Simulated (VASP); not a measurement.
**Si4Ni (an interface model): single point with PBE**

The system is Si4Ni (an interface model).

```xyz
15
Lattice="3.8677 0.0000 0.0000 0.0000 3.8677 0.0000 0.0000 0.0000 16.2515" Properties=species:S:1:pos:R:3 pbc="T T T"
Si    0.0000    1.9339    0.5000
Si    0.0000    0.0000    1.8674
Si   -1.9339    0.0000    3.2349
Si   -1.9339   -1.9339    4.6023
Si   -3.8677   -1.9339    5.9698
Si   -3.8677   -3.8677    7.3372
Si   -1.9339   -1.9339    9.6172
Si   -3.8677    0.0000    9.6172
Si   -3.8677   -3.8677   12.3269
Si   -5.8016   -1.9339   12.3269
Si   -5.8016   -5.8016   15.0366
Si   -7.7354   -3.8677   15.0366
Ni   -5.8016   -3.8677   10.9721
Ni   -7.7354   -5.8016   13.6818
Ni   -9.6693   -7.7354   16.3915
```

| Quantity | Value |
| --- | --- |
| Program | VASP 6.6.1 |
| Task | single point |
| Functional | PBE |
| Potentials or basis | VASP PAW PBE potentials, release 64 (Si, Ni) |
| Cutoff | 520 eV |
| k mesh | 9 × 9 × 2 |
| Occupations | gaussian, width 0.1 eV |
| Spin | no spin polarisation |

```
Pressure               : 0.8 GPa
Largest force          : 1.153 eV/Å
Band gap on the k mesh : zero (band 39 reaches 8.51 eV, above the bottom of band 40 at 7.44 eV)
```

Forces in eV/Å, atoms in the order of the input:
```
Si   0.000  0.000  1.020
Si   0.000  0.000  0.611
Si   0.000  0.000  0.449
Si   0.000  0.000 -0.041
Si   0.000  0.000  0.572
Si   0.000  0.000 -0.881
Si   0.000  0.000 -0.226
Si   0.000  0.000  0.276
Si   0.000  0.000  0.385
Si   0.000  0.000 -0.283
Si   0.000  0.000  0.211
Si   0.000  0.000 -0.874
Ni   0.000  0.000  0.153
Ni   0.000  0.000 -1.153
Ni   0.000  0.000 -0.220
```

Stress tensor (GPa, compression positive):
```
-2.64  0.00  0.00
 0.00  0.00  0.00
 0.00  0.00  5.03
```

Levels at points of the mesh, in eV from the Fermi level:
| k point | band 37 | band 38 | band 39 | band 40 | band 41 | band 42 |
| --- | --- | --- | --- | --- | --- | --- |
| (0.00, 0.00, 0.00) | -0.35 | -0.29 | -0.22 | -0.19 | 0.69 | 0.89 |
| (0.00, 0.00, 0.50) | -0.29 | -0.20 | -0.13 | 0.08 | 0.76 | 0.79 |

It took 22 min on 1 thread of Intel(R) Xeon(R) Platinum 8559C (Emerald Rapids), with other jobs on the host, peak memory 0.54 GiB.

Spin polarisation is off, so any magnetic state and its effect on volume and gap are missing.
